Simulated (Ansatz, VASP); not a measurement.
## Two plane-wave programs on AlN

The input INCAR:

```
SYSTEM = AlN
PREC = Accurate
ENCUT = 600
EDIFF = 1E-6
ISMEAR = 0
SIGMA = 0.05
LREAL = .False.
LASPH = .True.
NELM = 120
ALGO = Normal
ISIF = 2
LWAVE = .False.
LCHARG = .True.
GGA = PS
LELF = .True.
LVHAR = .True.
NBANDS = 16
GGA_COMPAT = .False.
```

File KPOINTS:

```
regular mesh
0
Gamma
  12 12 6
  0 0 0
```

The input POSCAR:

```
AlN
1.0
    2.9891449405      0.0000000000      0.0000000000
   -1.4945724703      2.5886754541      0.0000000000
    0.0000000000      0.0000000000      5.3820898701
Al N
2 2
Direct
    0.3333333333      0.6666666667      0.0015080761
    0.6666666667      0.3333333333      0.5015080761
    0.3333333333      0.6666666667      0.3834919239
    0.6666666667      0.3333333333      0.8834919239
```

Input for Ansatz:

```yaml
crystal:
  lattice:
    - [2.9891449405, 0.0, 0.0]
    - [-1.4945724703, 2.5886754541, 0.0]
    - [0.0, 0.0, 5.3820898701]
  atoms:
    - { symbol: Al, position: [0.3333333333, 0.6666666667, 0.0015080761] }
    - { symbol: Al, position: [0.6666666667, 0.3333333333, 0.5015080761] }
    - { symbol: "N", position: [0.3333333333, 0.6666666667, 0.3834919239] }
    - { symbol: "N", position: [0.6666666667, 0.3333333333, 0.8834919239] }
basis:
  ecutwfc: 420
kpoints:
  mp_grid: { grid: [12, 12, 6] }
hamiltonian:
  xc: pbesol
scf:
  occupations: { method: gaussian, width: 0.05 }
output:
  forces: true
  stress: true
  eigenvalues: true
```

Change from the starting cell: strain -0.040 along x and y, +0.080 along z, atoms carried along.

Alike in both runs: task single point; functional PBEsol; k mesh 12 × 12 × 6; occupations gaussian, width 0.05 eV; no spin polarisation.

```csv
,VASP,Ansatz
version,VASP 6.6.1,Ansatz 0.2.0
potentials or method,"VASP PAW PBE potentials, release 64 (Al, N), cutoff 600 eV","scalar-relativistic, plane waves, PAW"
valence electrons in the cell,16,16
```

```csv
,VASP,Ansatz,Ansatz less VASP
gap on the k mesh at the Fermi level (eV),3.73,3.72,-0.011
least direct gap on the mesh (eV),3.73,3.72,-0.011
pressure (GPa),5.4,5.4,+0.06
"traceless stress, the component that is largest in VASP (GPa)",-29.95,-29.58,+0.371
rms of the force components (eV/Å),0.498,0.488,-0.0097
```

VASP's potentials were made for PBE, not for PBEsol. Atom by atom the forces differ by 0.010 eV/Å (rms over components).
